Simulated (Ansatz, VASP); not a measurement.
# One calculation of Ir, two programs

```
Ir
1.0
     0.00000    1.84291    1.76612
     1.84291    0.00000    1.76612
     1.84291    1.84291    0.00000
Ir
1
Direct
  0.00000 0.00000 0.00000
```

Change from the starting cell: strain -0.040 along x and y, -0.080 along z, atoms carried along.

Alike in both runs: task single point; functional PBE; k mesh 22 × 22 × 22; occupations gaussian, width 0.15 eV; no spin polarisation.

|  | VASP | Ansatz |
| --- | --- | --- |
| version | VASP 6.6.1 | Ansatz 0.2.0 |
| potentials or method | VASP PAW PBE potentials, release 64 (Ir), cutoff 520 eV | scalar-relativistic, plane waves, PAW |
| valence electrons in the cell | 9 | 17 |

VASP gave:

* gap on the k mesh at the Fermi level (eV): none
* pressure (GPa): 108.8
* traceless stress, the component that is largest in VASP (GPa): 15.91

What did Ansatz give for the same quantities?

gap on the k mesh at the Fermi level (eV): none; pressure (GPa): 106.5; traceless stress, the component that is largest in VASP (GPa): 15.93.

A gap of «none» marks a metal or a gap that the smearing closes. Both programs put the cell under a high pressure, so it lies far from rest at this level. VASP's potentials hold 9 valence electrons a cell and Ansatz's 17, so a difference there can come from the potentials and not from the codes.

Neither program's run includes spin-orbit coupling. Noted on VASP's run: the cell as given lies far from equilibrium.
